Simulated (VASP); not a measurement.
Crystal: Al.

```
Al
1.0
     0.00000    2.02500    2.02500
     2.02500    0.00000    2.02500
     2.02500    2.02500    0.00000
Al
1
Direct
  0.00000 0.00000 0.00000
```

- Program: VASP 6.6.1
- Task: relaxation of cell and atoms
- Functional: PBEsol
- Potentials or basis: VASP PAW PBE potentials, release 64 (Al)
- Cutoff: 600 eV
- k mesh: 24 × 24 × 24
- Occupations: gaussian, width 0.1 eV
- Spin: no spin polarisation

At the start: pressure -2.0 GPa; volume 16.61 Å³/atom.

Problem. How do energy, volume and symmetry change on relaxing?

Solution. Over 3 steps the energy falls by 2.8 meV/atom and the volume is 16.18 Å³/atom (-2.6 %); space group Fm-3m (No. 225, to 0.1 Å) before and after.

The path:
```csv
step,energy change (eV),largest force (eV/Å),pressure (GPa),volume (Å³)
1,0.0000,0.0000,-2.01,16.61
2,-0.0027,0.0000,0.34,16.11
3,-0.0028,0.0000,0.00,16.18
```

Final structure:
```
Al
1.0
     0.00000    2.00733    2.00733
     2.00733    0.00000    2.00733
     2.00733    2.00733    0.00000
Al
1
Direct
  0.00000 0.00000 0.00000
```

Caveat: the PAW data sets were made with another functional, which shifts forces and pressure a little.
